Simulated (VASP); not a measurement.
Input of a VASP 6.6.1 run:

File POSCAR:

```
N
1.0
    0.0000000000      1.4889912176      1.4889912176
    1.4889912176      0.0000000000      1.4889912176
    1.4889912176      1.4889912176      0.0000000000
N
1
Direct
    0.0000000000      0.0000000000      0.0000000000
```

Contents of INCAR.step1:

```
PREC = Accurate
ENCUT = 520
ISMEAR = 0
SIGMA = 0.15
LREAL = F
LASPH = T
NELM = 60
NBANDS = 8
GGA = PE
ALGO = Normal
EDIFF = 1E-4
LWAVE = T
LCHARG = F
```

File INCAR.step2:

```
PREC = Accurate
ENCUT = 520
EDIFF = 1E-7
ISMEAR = 0
SIGMA = 0.15
LREAL = F
LASPH = T
NELM = 60
ALGO = Normal
ISIF = 2
LWAVE = F
LCHARG = T
METAGGA = R2SCAN
LMIXTAU = T
LELF = T
LVHAR = T
NBANDS = 8
ISTART = 1
```

The input KPOINTS:

```
Automatic mesh
0
Gamma
  13 13 13
```

Potentials or basis: VASP PAW PBE potentials, release 64 (N).

The run is started by

```bash
$ cat potpaw_PBE.64/N/POTCAR > POTCAR
$ cp INCAR.step1 INCAR
$ mpirun -np 1 vasp_std > vasp.out
$ cp INCAR.step2 INCAR
$ mpirun -np 1 vasp_std > vasp.out
```

Estimate the pressure.

32.7 GPa.

Caveat: the PAW data sets were made with another functional, which shifts forces and pressure a little.
